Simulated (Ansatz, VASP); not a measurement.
This is a calculation of AlIn for VASP 6.6.1.

File INCAR:

```
SYSTEM = AlIn
PREC     = Accurate       ! precision mode
ENCUT    = 520            ! plane-wave cutoff, eV
EDIFF    = 1E-6           ! SCF threshold, eV
ISMEAR   = -1             ! smearing method
SIGMA    = 0.05           ! smearing width, eV
LREAL    = .FALSE.        ! projectors in reciprocal space
LASPH    = .TRUE.         ! aspherical terms in the spheres
NELM     = 100            ! most SCF steps
ALGO     = Normal         ! electronic algorithm
ISIF     = 2              ! what is computed and relaxed
LWAVE    = .FALSE.        ! write WAVECAR
LCHARG   = .FALSE.        ! write CHGCAR
GGA      = PE             ! functional
NBANDS   = 15             ! bands
```

The input KPOINTS:

```
Automatic mesh
0
G
  10 10 5
  0 0 0
```

File POSCAR:

```
AlIn
1.0
    3.0743566159      0.0000000000      0.0000000000
   -1.5371833411      2.6624768019      0.0000000000
    0.0000000000      0.0000000000      5.8666172838
Al In
1 1
Direct
    0.0000000000      0.0000000000      0.0000000000
    0.0000000000      0.0000000000      0.5000000000
```

Potentials or basis: VASP PAW PBE potentials, release 64 (Al, In_d).

Launch:

```bash
$ cat potpaw_PBE.64/Al/POTCAR potpaw_PBE.64/In_d/POTCAR > POTCAR
$ mpirun -np 1 vasp_std > vasp.out
```

Problem. Set up the same calculation for Ansatz 0.2.0. Potentials there: all-electron LAPW, scalar-relativistic.

Solution. As run (the cutoff follows the program's own potentials):

input.yaml

```yaml
crystal:
  lattice:
    - [3.0743566159, 0.0, 0.0]
    - [-1.5371833411, 2.6624768019, 0.0]
    - [0.0, 0.0, 5.8666172838]
  atoms:
    - { symbol: Al, position: [0.0, 0.0, 0.0] }
    - { symbol: In, position: [0.0, 0.0, 0.5] }
kpoints:
  mp_grid: { grid: [10, 10, 5] }
scf:
  occupations: { method: fermi_dirac, width: 0.05 }
hamiltonian:
  xc: pbe
  pseudopotentials: { kind: all_electron, lapw: { basis_error: 0.0005 } }
output:
  forces: true
  stress: true
  eigenvalues: true
```

Potentials or basis: all-electron LAPW, scalar-relativistic.

Run with:

```bash
$ ansatz run input.yaml --threads 1 --pin off --max-ram 3072MiB --backend cpu --events-out ev --progress --plain --runs-dir out
```

Both were run:

|  | VASP | Ansatz | Ansatz less VASP |
| --- | --- | --- | --- |
| gap on the k mesh at the Fermi level (eV) | none | none | - |
| pressure (GPa) | -1.0 | -1.0 | +0.03 |
| traceless stress, the component that is largest in VASP (GPa) | -0.69 | -0.68 | +0.005 |

A gap of «none» marks a metal or a gap that the smearing closes. Ansatz ran all-electron here, and VASP with PAW potentials.
